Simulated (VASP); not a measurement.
# CoSi2 (Fm-3m) in VASP: notebook

CoSi2 is run at these levels: r2SCAN+U; tasks: single point.

Program: VASP 6.6.1. These are calculated values, not measurements. Logs are shortened: lines on timing, memory, paths and dates and some standing lists are left out, and cuts for length are marked.

## Step 1: The cell of the first run

It takes space group Fm-3m (No. 225, cubic). Conventional cell: a = 5.356 Å, b = 5.356 Å, c = 5.356 Å, α = 90.00°, β = 90.00°, γ = 90.00°. Co (site symmetry m-3m) has 8 Si at 2.32 Å within 3.1 Å. Within 3.1 Å of Si (site symmetry -43m) lie 4 Co at 2.32 Å and 6 Si at 2.68 Å.

## Step 2: Single point, r2SCAN+U, collinear spin, ferromagnetic start

Contents of POSCAR:

```
CoSi2
1.0
    0.0000000000      2.6780000000      2.6780000000
    2.6780000000      0.0000000000      2.6780000000
    2.6780000000      2.6780000000      0.0000000000
Co Si
1 2
Direct
    0.0000000000      0.0000000000      0.0000000000
    0.7500000000      0.7500000000      0.7500000000
    0.2500000000      0.2500000000      0.2500000000
```

Contents of INCAR.step1:

```
SYSTEM = CoSi2
  PREC = Accurate
  ENCUT = 520
  ISMEAR = -1
  SIGMA = 0.05
  LREAL = .FALSE.
  LASPH = .TRUE.
  NELM = 150
  ISPIN = 2
  MAGMOM = 2 0 0
  LMAXMIX = 4
  LDAU = .TRUE.
  LDAUTYPE = 2
  LDAUL = 2 -1
  LDAUU = 3 0
  LDAUJ = 0 0
  NBANDS = 20
  GGA = PE
  ALGO = Normal
  EDIFF = 1E-4
  LWAVE = .TRUE.
  LCHARG = .FALSE.
```

Contents of INCAR.step2:

```
SYSTEM = CoSi2
  PREC = Accurate
  ENCUT = 520
  EDIFF = 1E-7
  ISMEAR = -1
  SIGMA = 0.05
  LREAL = .FALSE.
  LASPH = .TRUE.
  NELM = 150
  ALGO = Normal
  ISIF = 2
  LWAVE = .FALSE.
  LCHARG = .FALSE.
  ISPIN = 2
  MAGMOM = 2 0 0
  LORBIT = 11
  LMAXMIX = 4
  LDAU = .TRUE.
  LDAUTYPE = 2
  LDAUL = 2 -1
  LDAUU = 3 0
  LDAUJ = 0 0
  LDAUPRINT = 1
  METAGGA = R2SCAN
  LMIXTAU = .TRUE.
  NBANDS = 20
  ISTART = 1
```

Contents of KPOINTS:

```
Automatic mesh
0
G
  9 9 9
  0 0 0
```

Potentials or basis: VASP PAW PBE potentials, release 64 (Co, Si).

Started as:

```sh
> cat potpaw_PBE.64/Co/POTCAR potpaw_PBE.64/Si/POTCAR > POTCAR
> cp INCAR.step1 INCAR
> mpirun -np 1 vasp_std > vasp.out
> cp INCAR.step2 INCAR
> mpirun -np 1 vasp_std > vasp.out
```

OUTCAR:

```text
SYSTEM = CoSi2
   PREC = Accurate
   ENCUT = 520
   EDIFF = 1E-7
   ISMEAR = -1
   LREAL = .FALSE.
   LASPH = .TRUE.
   NELM = 150
   ISIF = 2
   ISPIN = 2
   LORBIT = 11
   METAGGA = R2SCAN
   ISTART = 1

 ion  position               nearest neighbor table
   1  0.000  0.000  0.000-   2 2.32   3 2.32   2 2.32   2 2.32   3 2.32   2 2.32   3 2.32   3 2.32

   2  0.750  0.750  0.750-   1 2.32   1 2.32   1 2.32   1 2.32   3 2.68   3 2.68   3 2.68   3 2.68
                             3 2.68   3 2.68
   3  0.250  0.250  0.250-   1 2.32   1 2.32   1 2.32   1 2.32   2 2.68   2 2.68   2 2.68   2 2.68
                             2 2.68   2 2.68

  LATTYP: Found a face centered cubic cell.
 ALAT       =     5.3560000000

  Lattice vectors:

 A1 = (   0.0000000000,   2.6780000000,   2.6780000000)
 A2 = (   2.6780000000,   0.0000000000,   2.6780000000)
 A3 = (   2.6780000000,   2.6780000000,   0.0000000000)

Analysis of symmetry for initial positions (statically):
=====================================================================
 Subroutine PRICEL returns:
 Original cell was already a primitive cell.

 Routine SETGRP: Setting up the symmetry group for a
 face centered cubic supercell.

 Subroutine GETGRP returns: Found 48 space group operations
 (whereof 48 operations were pure point group operations)
 out of a pool of 48 trial point group operations.

The static configuration has the point symmetry O_h .

Analysis of symmetry for dynamics (positions and initial velocities):
=====================================================================
 Subroutine PRICEL returns:
 Original cell was already a primitive cell.

 Routine SETGRP: Setting up the symmetry group for a
 face centered cubic supercell.

 Subroutine GETGRP returns: Found 48 space group operations
 (whereof 48 operations were pure point group operations)
 out of a pool of 48 trial point group operations.

The dynamic configuration has the point symmetry O_h .

Analysis of structural, dynamic, and magnetic symmetry:
=====================================================================
 Subroutine PRICEL returns:
 Original cell was already a primitive cell.

 Routine SETGRP: Setting up the symmetry group for a
 face centered cubic supercell.

 Subroutine GETGRP returns: Found 48 space group operations
 (whereof 48 operations were pure point group operations)
 out of a pool of 48 trial point group operations.

The overall configuration has the point symmetry O_h .

 Subroutine INISYM returns: Found 48 space group operations
 (whereof 48 operations are pure point group operations),
 and found     1 'primitive' translations

----------------------------------------------------------------------------------------

                                     Primitive cell

  volume of cell :      38.4115

  direct lattice vectors                    reciprocal lattice vectors
     0.000000000  2.678000000  2.678000000    -0.186706497  0.186706497  0.186706497
     2.678000000  0.000000000  2.678000000     0.186706497 -0.186706497  0.186706497
     2.678000000  2.678000000  0.000000000     0.186706497  0.186706497 -0.186706497

  length of vectors
     3.787263920  3.787263920  3.787263920     0.323385140  0.323385140  0.323385140

  position of ions in fractional coordinates (direct lattice)
     0.000000000  0.000000000  0.000000000
     0.750000000  0.750000000  0.750000000
     0.250000000  0.250000000  0.250000000

  ion indices of the primitive-cell ions
   primitive index   ion index
                 1           1
                 2           2
                 3           3

----------------------------------------------------------------------------------------

 KPOINTS: Automatic mesh
[... 63 lines left out ...]
   LNONCOLLINEAR =      F non collinear calculations
   LSORBIT =      F    spin-orbit coupling
   LASPH  =      T    aspherical Exc in radial PAW
   ENCUT  =  520.0 eV  38.22 Ry    6.18 a.u.   7.04  7.04  7.04*2*pi/ulx,y,z
   NELM   =    150;   NELMIN=  2; NELMDL=  0     # of ELM steps
   EDIFF  = 0.1E-06   stopping-criterion for ELM
   LREAL  =      F    real-space projection
   EDIFFG = 0.1E-05   stopping-criterion for IOM
   NSW    =      0    number of steps for IOM
   IBRION =     -1    ionic relax: 0-MD 1-quasi-New 2-CG
   NFREE  =      0    steps in history (QN), initial steepest desc. (CG)
   ISIF   =      2    stress and relaxation
   ISYM   =      2    0-nonsym 1-usesym 2-fastsym
   POTIM  = 0.5000    time-step for ionic-motion
   TEBEG  =    0.0;   TEEND  =   0.0 temperature during run
   PSTRESS=    0.0 pullay stress
   NELECT =      17.0000    total number of electrons
   NUPDOWN=      -1.0000    fix difference up-down
   EMIN   =  10.00;   EMAX   =-10.00  energy-range for DOS
[... 5 lines left out ...]
     AMIX     =   0.40;   BMIX     =  1.00
     AMIX_MAG =   1.60;   BMIX_MAG =  1.00
  volume/ion in A,a.u.               =      12.80        86.40
  Fermi-wavevector in a.u.,A,eV,Ry     =   1.247586  2.357596 21.177078  1.556471
  Thomas-Fermi vector in A             =   2.381712
   LORBIT       =     11    0 simple, 1 ext, 2 COOP (PROOUT), +10 PAW based schemes
 LDA+U is selected, type is set to LDAUTYPE =  2
   angular momentum for each species LDAUL =     2   -1
   U (eV)           for each species LDAUU =   3.0  0.0
   J (eV)           for each species LDAUJ =   0.0  0.0
   METAGGA = R2SCAN    functional components
   LHFCALC =     F    Hartree Fock is set to
   AEXX    =    0.0000 exact exchange contribution
   IVDW    =     0    specifies the selected vdW correction
   LEPSILON=     F    determine dielectric tensor
   LRPA    =     F    only Hartree local field effects (RPA)
 spin polarized calculation
  energy-cutoff  :      520.00
  volume of cell :       38.41
 maximum number of plane-waves:      1044
   NGX = 15   NGY = 15   NGZ = 15

atom =   1  type =  1  l = 2

 onsite density matrix

spin component  1

  0.7379  0.0000 -0.0000  0.0000 -0.0000
  0.0000  0.7379 -0.0000  0.0000 -0.0000
 -0.0000 -0.0000  0.8374 -0.0000  0.0000
  0.0000  0.0000 -0.0000  0.7379  0.0000
 -0.0000 -0.0000  0.0000  0.0000  0.8374

spin component  2

  0.7379  0.0000 -0.0000  0.0000 -0.0000
  0.0000  0.7379 -0.0000  0.0000 -0.0000
 -0.0000 -0.0000  0.8374 -0.0000  0.0000
  0.0000  0.0000 -0.0000  0.7379  0.0000
 -0.0000 -0.0000  0.0000  0.0000  0.8374

 occupancies and eigenvectors

  o =  0.7379  v =  0.0000  0.0000  0.0000  0.0000  0.0000  1.0000  0.0000  0.0000  0.0000  0.0000      0.0000  0.0000  0.0000  0.0000  0.0000  0.0000  0.0000  0.0000  0.0000  0.0000
  o =  0.7379  v =  0.0000  0.0000  0.0000  0.0000  0.0000  0.0000  0.8781  0.0000 -0.4785  0.0000      0.0000  0.0000  0.0000  0.0000  0.0000  0.0000  0.0000  0.0000  0.0000  0.0000
  o =  0.7379  v =  0.0000  0.0000  0.0000  0.0000  0.0000  0.0000  0.4785 -0.0000  0.8781  0.0000      0.0000  0.0000  0.0000  0.0000  0.0000  0.0000  0.0000  0.0000  0.0000  0.0000
  o =  0.7379  v =  1.0000  0.0000  0.0000  0.0000  0.0000  0.0000  0.0000  0.0000  0.0000  0.0000      0.0000  0.0000  0.0000  0.0000  0.0000  0.0000  0.0000  0.0000  0.0000  0.0000
  o =  0.7379  v =  0.0000 -0.9994 -0.0000  0.0349  0.0000  0.0000  0.0000  0.0000  0.0000  0.0000      0.0000  0.0000  0.0000  0.0000  0.0000  0.0000  0.0000  0.0000  0.0000  0.0000
  o =  0.7379  v =  0.0000  0.0349 -0.0000  0.9994 -0.0000  0.0000  0.0000  0.0000  0.0000  0.0000      0.0000  0.0000  0.0000  0.0000  0.0000  0.0000  0.0000  0.0000  0.0000  0.0000
  o =  0.8374  v =  0.0000  0.0000  0.0000  0.0000  0.0000  0.0000  0.0000  0.9008  0.0000 -0.4342      0.0000  0.0000  0.0000  0.0000  0.0000  0.0000  0.0000  0.0000  0.0000  0.0000
  o =  0.8374  v =  0.0000  0.0000  0.0000  0.0000  0.0000  0.0000  0.0000 -0.4342 -0.0000 -0.9008      0.0000  0.0000  0.0000  0.0000  0.0000  0.0000  0.0000  0.0000  0.0000  0.0000
  o =  0.8374  v =  0.0000  0.0000  0.1160  0.0000  0.9932  0.0000  0.0000  0.0000  0.0000  0.0000      0.0000  0.0000  0.0000  0.0000  0.0000  0.0000  0.0000  0.0000  0.0000  0.0000
  o =  0.8374  v =  0.0000  0.0000 -0.9932 -0.0000  0.1160  0.0000  0.0000  0.0000  0.0000  0.0000      0.0000  0.0000  0.0000  0.0000  0.0000  0.0000  0.0000  0.0000  0.0000  0.0000

 number of electron      16.9999995 magnetization       0.0000005

 Free energy of the ion-electron system (eV)
  ---------------------------------------------------
  ext. energy  EPLUGINS =         0.00000000
  ---------------------------------------------------
  free energy    TOTEN  =       -29.37242267 eV

  energy without entropy =      -29.36245818  energy(sigma->0) =      -29.36744042

 E-fermi :   9.8990     XC(G=0): -12.5242

 val. band max:        9.8420418429   @ k =   0.2222   0.1111   0.0000
 cond. band min:       9.9130853070   @ k =  -0.2222   0.1111   0.0000
 fundamental gap:      0.0710434640
 Fermi energy:         9.8989931223

 spin component 1

 k-point     1 :       0.0000    0.0000    0.0000
  band No.  band energies     occupation
      1      -3.7941      1.00000
      2       5.5655      1.00000
      3       5.5655      1.00000
      4       5.5655      1.00000
      5       7.5263      1.00000
      6       7.5263      1.00000
[... 1097 lines left out ...]
     19      25.7574      0.00000
     20      26.0816      0.00000

 [... further k-points ...]
[... 5 lines left out ...]
  --------------------------------------------------------------------------------------
  -------------------------------------------------------------------------------------
  Total       -1.8006615     -1.8006615     -1.8006615     -0.0000000     -0.0000000      0.0000000
  in kB      -75.1070919    -75.1070919    -75.1070919     -0.0000000     -0.0000000      0.0000000
  external PRESSURE =     -75.1070919 kB  Pullay stress =       0.0000000 kB

 VOLUME and BASIS-vectors are now :
 -----------------------------------------------------------------------------
  energy-cutoff  :      520.00
  volume of cell :       38.41
      direct lattice vectors                 reciprocal lattice vectors
     0.000000000  2.678000000  2.678000000    -0.186706497  0.186706497  0.186706497
     2.678000000  0.000000000  2.678000000     0.186706497 -0.186706497  0.186706497
     2.678000000  2.678000000  0.000000000     0.186706497  0.186706497 -0.186706497

 POSITION                                       TOTAL-FORCE (eV/Angst)
 -----------------------------------------------------------------------------------
      0.00000      0.00000      0.00000         0.000000      0.000000      0.000000
      4.01700      4.01700      4.01700        -0.000000      0.000000     -0.000000
      1.33900      1.33900      1.33900        -0.000000     -0.000000      0.000000
 -----------------------------------------------------------------------------------
    total drift:                               -0.000000     -0.000000      0.000000

  FREE ENERGIE OF THE ION-ELECTRON SYSTEM (eV)
  ---------------------------------------------------
  free  energy   TOTEN  =       -29.3724226672 eV

  energy  without entropy=      -29.3624581822  energy(sigma->0) =      -29.36744042

 total charge

# of ion       s       p       d       tot
------------------------------------------
    1        0.549   0.737   7.734   9.020
    2        0.708   0.882   0.000   1.590
    3        0.708   0.882   0.000   1.590
--------------------------------------------------
tot          1.964   2.501   7.734  12.200

 magnetization (x)

# of ion       s       p       d       tot
------------------------------------------
    1       -0.000   0.000   0.000   0.000
    2        0.000   0.000   0.000   0.000
    3        0.000   0.000   0.000   0.000
--------------------------------------------------
tot         -0.000   0.000   0.000   0.000
```

It took 4.4 min on 1 thread of AMD EPYC 7R43 (Zen 3), shared host; peak memory 0.17 GiB.

What came out:

```
Free energy                                           : -29.3724 eV
Pressure                                              : -7.5 GPa
Net moment                                            : 0.00 μB per cell
Valence electrons inside the program's atomic spheres : Co 9.02; Si 1.59
```

Eigenvalues of the final occupation matrices:
| site | spin | trace | eigenvalues |
| --- | --- | --- | --- |
| site 1 d | 1 | 3.89 | 0.74 0.74 0.74 0.84 0.84 |
| site 1 d | 2 | 3.89 | 0.74 0.74 0.74 0.84 0.84 |

Caveat: the starting moments collapsed, and a magnetic state may lie lower; the PAW data sets were made with another functional, which shifts forces and pressure a little; the U is typed as a test and isn't derived for this compound.

## Step 3: Single point, r2SCAN+U, collinear spin, ferromagnetic start

POSCAR is that of step 2.

Contents of INCAR.step1:

```
PREC = Accurate
ENCUT = 520
ISMEAR = -1
SIGMA = 0.05
LREAL = False
LASPH = True
NELM = 150
ISPIN = 2
MAGMOM = 2 0 0
LMAXMIX = 4
LDAU = True
LDAUTYPE = 2
LDAUL = 2 -1
LDAUU = 5 0
LDAUJ = 0 0
NBANDS = 20
GGA = PE
ALGO = Normal
EDIFF = 1E-4
LWAVE = True
LCHARG = False
```

Contents of INCAR.step2:

```
PREC = Accurate
ENCUT = 520
EDIFF = 1E-6
ISMEAR = -1
SIGMA = 0.05
LREAL = False
LASPH = True
NELM = 150
ALGO = Normal
ISIF = 2
LWAVE = False
LCHARG = True
ISPIN = 2
MAGMOM = 2 0 0
LORBIT = 11
LMAXMIX = 4
LDAU = True
LDAUTYPE = 2
LDAUL = 2 -1
LDAUU = 5 0
LDAUJ = 0 0
LDAUPRINT = 1
METAGGA = R2SCAN
LMIXTAU = True
LELF = True
LVHAR = True
NBANDS = 20
ISTART = 1
```

Contents of KPOINTS:

```
Automatic mesh
0
Gamma
  9 9 9
```

Potentials or basis: VASP PAW PBE potentials, release 64 (Co, Si).

Started as:

```sh
> cat potpaw_PBE.64/Co/POTCAR potpaw_PBE.64/Si/POTCAR > POTCAR
> cp INCAR.step1 INCAR
> mpirun -np 1 vasp_std > vasp.out
> cp INCAR.step2 INCAR
> mpirun -np 1 vasp_std > vasp.out
```

Run time: 4.4 min. Hardware: 1 thread of AMD EPYC 7R43 (Zen 3), shared host; peak memory 0.16 GiB.

The run converged. Its results:

```yaml
Free_energy: -27.6998 eV
Pressure: -9.7 GPa
Net_moment: 0.00 μB per cell
Valence_electrons_inside_the_program's_atomic_spheres: Co 9.10; Si 1.59
```

Levels at points of the mesh, in eV from the Fermi level:
Spin up:
| k point | band 5 | band 6 | band 7 | band 8 | band 9 | band 10 | band 11 | band 12 | band 13 | band 14 |
| --- | --- | --- | --- | --- | --- | --- | --- | --- | --- | --- |
| (0.00, 0.00, 0.00) | -2.68 | -2.68 | 1.32 | 3.62 | 3.62 | 3.62 | 3.88 | 3.88 | 3.88 | 6.24 |
Spin down:
| k point | band 5 | band 6 | band 7 | band 8 | band 9 | band 10 | band 11 | band 12 | band 13 | band 14 |
| --- | --- | --- | --- | --- | --- | --- | --- | --- | --- | --- |
| (0.00, 0.00, 0.00) | -2.68 | -2.68 | 1.32 | 3.62 | 3.62 | 3.62 | 3.88 | 3.88 | 3.88 | 6.24 |

Eigenvalues of the final occupation matrices:
```csv
site,spin,trace,eigenvalues
site 1 d,1,3.94,0.74 0.74 0.74 0.86 0.86
site 1 d,2,3.94,0.74 0.74 0.74 0.86 0.86
```

Caveat: the starting moments collapsed, and a magnetic state may lie lower; the PAW data sets were made with another functional, which shifts forces and pressure a little; the U is typed as a test and isn't derived for this compound.

(Continued in part 2 of 2.)
